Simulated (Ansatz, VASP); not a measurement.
## TlAgS2: VASP beside Ansatz

The input INCAR:

```
PREC = Accurate ; ENCUT = 520
EDIFF = 1E-6 ; ISMEAR = 0
SIGMA = 0.1 ; LREAL = False
LASPH = True ; NELM = 80
ALGO = Normal ; ISIF = 2
LWAVE = False ; LCHARG = True
GGA = PE ; LELF = True
LVHAR = True ; NBANDS = 26
```

Contents of KPOINTS:

```
Automatic mesh
0
Gamma
  4 4 6
```

File POSCAR:

```
TlAgS2
1.0
    5.2470000000      0.0000000000      0.0000000000
    0.0000000000      5.2470000000      0.0000000000
    0.0000000000      0.0000000000      3.0032467400
Tl Ag S
1 1 2
Direct
    0.5000000000      0.5000000000      0.5000000000
    0.0000000000      0.0000000000      0.0000000000
    0.5000000000      0.0000000000      0.0000000000
    0.0000000000      0.5000000000      0.0000000000
```

Input for Ansatz:

```yaml
crystal:
  lattice:
    - [5.247, 0.0, 0.0]
    - [0.0, 5.247, 0.0]
    - [0.0, 0.0, 3.00324674]
  atoms:
    - { symbol: Tl, position: [0.5, 0.5, 0.5] }
    - { symbol: Ag, position: [0.0, 0.0, 0.0] }
    - { symbol: S, position: [0.5, 0.0, 0.0] }
    - { symbol: S, position: [0.0, 0.5, 0.0] }
basis:
  ecutwfc: 420
kpoints:
  mp_grid: { grid: [4, 4, 6] }
hamiltonian:
  xc: pbe
scf:
  occupations: { method: gaussian, width: 0.1 }
  lower_state_search: "off"
output:
  forces: true
  stress: true
  eigenvalues: true
```

Alike in both runs: task single point; functional PBE; k mesh 4 × 4 × 6; occupations gaussian, width 0.1 eV; no spin polarisation.

|  | VASP | Ansatz |
| --- | --- | --- |
| version | VASP 6.6.1 | Ansatz 0.2.0 |
| potentials or method | VASP PAW PBE potentials, release 64 (Tl_d, Ag, S), cutoff 520 eV | scalar-relativistic, plane waves, PAW |
| valence electrons in the cell | 36 | 44 |

Ansatz gave:

* gap on the k mesh at the Fermi level (eV): none
* pressure (GPa): 2.5
* traceless stress, the component that is largest in VASP (GPa): 6.43

Q: Which values does VASP return?

A: gap on the k mesh at the Fermi level (eV): none; pressure (GPa): 2.4; traceless stress, the component that is largest in VASP (GPa): 6.43.

A gap of «none» marks a metal or a gap that the smearing closes. VASP's potentials hold 36 valence electrons a cell and Ansatz's 44, so a difference there can come from the potentials and not from the codes.

Neither program's run includes spin-orbit coupling.
